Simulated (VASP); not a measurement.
# Sb (P-1) in VASP: single point with LDA

Aim: the single point of Sb with LDA.

Everything below comes from runs of VASP 6.6.1. Logs are shortened: lines on timing, memory, paths and dates and some standing lists are left out, and cuts for length are marked.

## Step 1: The cell of the first run

The typed cell holds 1 atom: a = 3.184 Å, b = 3.138 Å, c = 3.164 Å, α = 92.05°, β = 92.86°, γ = 90.31°.

## Step 2: Single point, LDA

INCAR reads:

```
PREC     = Accurate       # precision mode
ENCUT    = 500            # plane-wave cutoff, eV
EDIFF    = 1E-6           # SCF threshold, eV
ISMEAR   = 0              # smearing method
SIGMA    = 0.025          # smearing width, eV
LREAL    = False          # projectors in reciprocal space
LASPH    = True           # aspherical terms in the spheres
NELM     = 120            # most SCF steps
ALGO     = Normal         # electronic algorithm
ISIF     = 2              # what is computed and relaxed
LWAVE    = False          # write WAVECAR
LCHARG   = True           # write CHGCAR
GGA      = CA             # functional
LELF     = True           # ELF
LVHAR    = True         
NBANDS   = 14             # bands
GGA_COMPAT= False
```

KPOINTS reads:

```
regular mesh
0
Gamma
  6 6 6
```

POSCAR reads:

```
Sb
1.0
    3.1830660000     -0.0091570000     -0.0792670000
   -0.0091570000      3.1372080000     -0.0565340000
   -0.0792670000     -0.0565340000      3.1629200000
Sb
1
Direct
    0.0035030000      0.0030650000     -0.0217410000
```

Potentials or basis: VASP PAW LDA potentials, release 64 (Sb_d_GW).

The run is started by

```bash
cat potpaw_LDA.64/Sb_d_GW/POTCAR > POTCAR
mpirun -np 1 vasp_std > vasp.out
```

OUTCAR:

```text
PREC = Accurate
   ENCUT = 500
   EDIFF = 1E-6
   ISMEAR = 0
   LREAL = False
   LASPH = True
   NELM = 120
   ISIF = 2
   GGA = CA

 ion  position               nearest neighbor table
   1  0.004  0.003  0.978-

  LATTYP: Found a triclinic cell.
 ALAT       =     5.5134460608
 B/A-ratio  =     0.5775092313
 C/A-ratio  =     0.5691051786
 COS(alpha) =     0.0053442948
 COS(beta)  =     0.5516452248
 COS(gamma) =     0.6091752798

  Lattice vectors:

 A1 = (   3.2714900000,  -3.0898310000,  -3.1856530000)
 A2 = (   3.1830660000,  -0.0091570000,  -0.0792670000)
 A3 = (   0.0091570000,  -3.1372080000,   0.0565340000)

Analysis of symmetry for initial positions (statically):
=====================================================================
 Subroutine PRICEL returns:
 Original cell was already a primitive cell.

 Routine SETGRP: Setting up the symmetry group for a
 triclinic supercell.

 Subroutine GETGRP returns: Found  2 space group operations
 (whereof  1 operations were pure point group operations)
 out of a pool of  2 trial point group operations.

The static configuration has the point symmetry C_1 .
 The point group associated with its full space group is S_2 .

Analysis of symmetry for dynamics (positions and initial velocities):
=====================================================================
 Subroutine PRICEL returns:
 Original cell was already a primitive cell.

 Routine SETGRP: Setting up the symmetry group for a
 triclinic supercell.

 Subroutine GETGRP returns: Found  2 space group operations
 (whereof  1 operations were pure point group operations)
 out of a pool of  2 trial point group operations.

The dynamic configuration has the point symmetry C_1 .
 The point group associated with its full space group is S_2 .

 Subroutine INISYM returns: Found  2 space group operations
 (whereof  1 operations are pure point group operations),
 and found     1 'primitive' translations

----------------------------------------------------------------------------------------

                                     Primitive cell

  volume of cell :      31.5545

  direct lattice vectors                    reciprocal lattice vectors
     3.183066000 -0.009157000 -0.079267000     0.314362222  0.001059885  0.007897282
    -0.009157000  3.137208000 -0.056534000     0.001059885  0.318861042  0.005725881
    -0.079267000 -0.056534000  3.162920000     0.007897282  0.005725881  0.316463806

  length of vectors
     3.184065996  3.137730705  3.164418158     0.314463188  0.318914210  0.316614108

  position of ions in fractional coordinates (direct lattice)
     0.003503000  0.003065000  0.978259000

  ion indices of the primitive-cell ions
   primitive index   ion index
                 1           1

----------------------------------------------------------------------------------------

 KPOINTS: regular mesh

Automatic generation of k-mesh.
 Grid dimensions read from file:
 generate k-points for:    6    6    6

 Generating k-lattice:

  Cartesian coordinates                     Fractional coordinates (reciprocal lattice)
     0.052393704  0.000176648  0.001316214     0.166666667  0.000000000  0.000000000
     0.000176648  0.053143507  0.000954314     0.000000000  0.166666667  0.000000000
     0.001316214  0.000954314  0.052743968    -0.000000000 -0.000000000  0.166666667

  Length of vectors
     0.052410531  0.053152368  0.052769018

  Shift w.r.t. Gamma in fractional coordinates (k-lattice)
     0.000000000  0.000000000  0.000000000

 Subroutine IBZKPT returns following result:
 ===========================================

 Found    112 irreducible k-points:

 Following reciprocal coordinates:
            Coordinates               Weight
  0.000000  0.000000  0.000000      1.000000
  0.166667 -0.000000 -0.000000      2.000000
  0.333333 -0.000000 -0.000000      2.000000
  0.500000 -0.000000  0.000000      1.000000
  0.000000  0.166667 -0.000000      2.000000
  0.166667  0.166667 -0.000000      2.000000
[... 16 lines left out ...]
  0.333333 -0.000000  0.166667      2.000000
  0.500000 -0.000000  0.166667      2.000000
 [... further k-points ...]
   k-points           NKPTS =    112   k-points in BZ     NKDIM =    112   number of bands    NBANDS=     14
   number of dos      NEDOS =    301   number of ions     NIONS =      1
   total plane-waves  NPLWV =  13824
   dimension x,y,z NGX =    24 NGY =   24 NGZ =   24
   dimension x,y,z NGXF=    48 NGYF=   48 NGZF=   48
   ions per type =               1
   NGX,Y,Z   is equivalent  to a cutoff of  12.53, 12.72, 12.61 a.u.
   NGXF,Y,Z  is equivalent  to a cutoff of  25.06, 25.43, 25.22 a.u.
 SYSTEM =  unknown system
   PREC   = accura    normal or accurate (medium, high low for compatibility)
   ISTART =      0    job   : 0-new  1-cont  2-samecut
   ICHARG =      2    charge: 1-file 2-atom 10-const
   ISPIN  =      1    spin polarized calculation?
   LNONCOLLINEAR =      F non collinear calculations
   LSORBIT =      F    spin-orbit coupling
   LASPH  =      T    aspherical Exc in radial PAW
   ENCUT  =  500.0 eV  36.75 Ry    6.06 a.u.   5.81  5.72  5.77*2*pi/ulx,y,z
   NELM   =    120;   NELMIN=  2; NELMDL= -5     # of ELM steps
   EDIFF  = 0.1E-05   stopping-criterion for ELM
   LREAL  =      F    real-space projection
   EDIFFG = 0.1E-04   stopping-criterion for IOM
   NSW    =      0    number of steps for IOM
   IBRION =     -1    ionic relax: 0-MD 1-quasi-New 2-CG
   NFREE  =      0    steps in history (QN), initial steepest desc. (CG)
   ISIF   =      2    stress and relaxation
   ISYM   =      2    0-nonsym 1-usesym 2-fastsym
   POTIM  = 0.5000    time-step for ionic-motion
   TEBEG  =    0.0;   TEEND  =   0.0 temperature during run
   PSTRESS=    0.0 pullay stress
   NELECT =      15.0000    total number of electrons
   NUPDOWN=      -1.0000    fix difference up-down
   EMIN   =  10.00;   EMAX   =-10.00  energy-range for DOS
   EFERMI =   0.00;   METHOD = LEGACY
   ISMEAR =     0;   SIGMA  =   0.03  broadening in eV -4-tet -1-fermi 0-gaus
   EFERMI_NEDOS =   21; number of points for ismear=-14 and -15
   IALGO  =     38    algorithm
   IMIX   =      4    mixing-type and parameters
     AMIX     =   0.40;   BMIX     =  1.00
     AMIX_MAG =   1.60;   BMIX_MAG =  1.00
  volume/ion in A,a.u.               =      31.55       212.94
  Fermi-wavevector in a.u.,A,eV,Ry     =   1.277668  2.414443 22.210648  1.632437
  Thomas-Fermi vector in A             =   2.410255
   LORBIT       =      0    0 simple, 1 ext, 2 COOP (PROOUT), +10 PAW based schemes
   GGA     = CA    functional components
   LHFCALC =     F    Hartree Fock is set to
   AEXX    =    0.0000 exact exchange contribution
   IVDW    =     0    specifies the selected vdW correction
   LEPSILON=     F    determine dielectric tensor
   LRPA    =     F    only Hartree local field effects (RPA)
 non-spin polarized calculation
 Gauss-broadening in eV      SIGMA  =   0.03
  energy-cutoff  :      500.00
  volume of cell :       31.55
 maximum number of plane-waves:       812
   NGX = 11   NGY = 11   NGZ = 11

 number of electron      14.9999988 magnetization

 Free energy of the ion-electron system (eV)
  ---------------------------------------------------
  ext. energy  EPLUGINS =         0.00000000
  ---------------------------------------------------
  free energy    TOTEN  =        -4.75760821 eV

  energy without entropy =       -4.75741202  energy(sigma->0) =       -4.75751011

 E-fermi :   4.5996     XC(G=0):  -9.9809

 val. band max:        4.5857779884   @ k =   0.0000   0.1667  -0.0000
 cond. band min:       4.6133661539   @ k =  -0.3333   0.5000   0.3333
 fundamental gap:      0.0275881655
 Fermi energy:         4.5996341753

 k-point     1 :       0.0000    0.0000    0.0000
  band No.  band energies     occupation
      1     -24.5874      2.00000
      2     -24.5760      2.00000
      3     -24.4371      2.00000
      4     -24.4358      2.00000
      5     -24.4317      2.00000
      6      -7.5804      2.00000
      7       7.2574      0.00000
      8       7.5191      0.00000
      9       7.7222      0.00000
     10      11.4811      0.00000
     11      11.6398      0.00000
     12      12.3002      0.00000
     13      22.0177      0.00000
     14      22.6389      0.00000

 k-point     2 :       0.1667   -0.0000   -0.0000
  band No.  band energies     occupation
      1     -24.5858      2.00000
      2     -24.5459      2.00000
      3     -24.4454      2.00000
      4     -24.4419      2.00000
      5     -24.4335      2.00000
      6      -7.2163      2.00000
      7       4.3504      2.00000
      8       7.7924      0.00000
      9       8.0632      0.00000
     10      11.9618      0.00000
     11      12.4868      0.00000
     12      15.2756      0.00000
     13      19.5536      0.00000
     14      20.6287      0.00000

 k-point     3 :       0.3333   -0.0000   -0.0000
  band No.  band energies     occupation
      1     -24.5834      2.00000
      2     -24.4855      2.00000
      3     -24.4618      2.00000
      4     -24.4585      2.00000
      5     -24.4324      2.00000
      6      -6.2327      2.00000
      7       0.8970      2.00000
      8       8.5926      0.00000
      9       8.9016      0.00000
     10      12.8879      0.00000
     11      13.5252      0.00000
     12      16.7673      0.00000
     13      17.6279      0.00000
     14      17.8802      0.00000
[... 324 lines left out ...]
 k-point    23 :       0.3333   -0.0000    0.1667
  band No.  band energies     occupation
      1     -24.5621      2.00000
      2     -24.4742      2.00000
      3     -24.4705      2.00000
      4     -24.4580      2.00000
      5     -24.4411      2.00000
      6      -5.8140      2.00000
      7       1.1435      2.00000
      8       5.4680      0.00000
      9       9.2581      0.00000
     10      13.2247      0.00000
     11      14.0319      0.00000
     12      17.3066      0.00000
     13      17.9909      0.00000
     14      18.2594      0.00000

 k-point    24 :       0.5000   -0.0000    0.1667
  band No.  band energies     occupation
      1     -24.5603      2.00000
      2     -24.4819      2.00000
      3     -24.4663      2.00000
      4     -24.4443      2.00000
      5     -24.4380      2.00000
      6      -5.0729      2.00000
      7      -0.3959      2.00000
      8       6.3230      0.00000
      9       9.7813      0.00000
     10      11.5525      0.00000
     11      14.9755      0.00000
     12      15.8890      0.00000
     13      16.8594      0.00000
     14      18.1464      0.00000

 [... further k-points ...]

------------------------ aborting loop because EDIFF is reached ----------------------------------------

  FORCE on cell =-STRESS in cart. coord.  units (eV):
  Direction    XX          YY          ZZ          XY          YZ          ZX
  --------------------------------------------------------------------------------------
  -------------------------------------------------------------------------------------
  Total       -1.0300802     -0.8659474     -1.0364064      0.0193598      0.1450374      0.1401072
  in kB      -52.3022476    -43.9684154    -52.6234623      0.9829929      7.3642658      7.1139332
  external PRESSURE =     -49.6313751 kB  Pullay stress =       0.0000000 kB

 VOLUME and BASIS-vectors are now :
 -----------------------------------------------------------------------------
  energy-cutoff  :      500.00
  volume of cell :       31.55
      direct lattice vectors                 reciprocal lattice vectors
     3.183066000 -0.009157000 -0.079267000     0.314362222  0.001059885  0.007897282
    -0.009157000  3.137208000 -0.056534000     0.001059885  0.318861042  0.005725881
    -0.079267000 -0.056534000  3.162920000     0.007897282  0.005725881  0.316463806

 POSITION                                       TOTAL-FORCE (eV/Angst)
 -----------------------------------------------------------------------------------
     -0.06642     -0.04572      3.09370         0.000000      0.000000      0.000000
 -----------------------------------------------------------------------------------
    total drift:                               -0.000119     -0.000005      0.000017

  FREE ENERGIE OF THE ION-ELECTRON SYSTEM (eV)
  ---------------------------------------------------
  free  energy   TOTEN  =        -4.7576082068 eV

  energy  without entropy=       -4.7574120166  energy(sigma->0) =       -4.75751011
```

It took 16 s on 1 thread of AMD EPYC 9R45 (Zen 5), shared host; peak memory 0.14 GiB.

Results:

```yaml
Free_energy: -4.7576 eV
Pressure: -5.0 GPa
Band_gap_on_the_k_mesh: zero (an odd number of electrons rules out a gap without spin polarisation)
```

Stress tensor (GPa, compression positive):
```
-5.23  0.10  0.71
 0.10 -4.40  0.74
 0.71  0.74 -5.26
```

Levels at points of the mesh, in eV from the Fermi level:
```
           k point  band 5  band 6  band 7  band 8  band 9  band 10
(0.00, 0.00, 0.00)  -29.03  -12.18    2.66    2.92    3.12     6.88
(0.50, 0.00, 0.00)  -29.03  -10.05   -5.36    4.52    4.85     9.12
(0.00, 0.50, 0.00)  -29.03   -9.88   -5.39    4.52    4.78     9.19
(0.50, 0.50, 0.00)  -28.97   -7.65   -3.56   -3.36    2.23     6.36
(0.00, 0.00, 0.50)  -29.03   -9.97   -5.37    4.43    4.85     9.06
(0.50, 0.00, 0.50)  -28.98   -7.77   -3.74   -3.20    2.23     6.57
(0.00, 0.50, 0.50)  -28.97   -7.58   -3.64   -3.24    2.25     6.28
(0.50, 0.50, 0.50)  -28.97   -5.18   -2.00   -1.74   -1.32     4.47
```

Caveat: the cell stands under tension; spin-orbit coupling is left out, which moves the levels of the heavy elements; an odd number of electrons without spin polarisation forces a metal; a magnetic or distorted state may lie lower.

The gap in the log of VASP goes by the Fermi energy; the results here count the filled bands.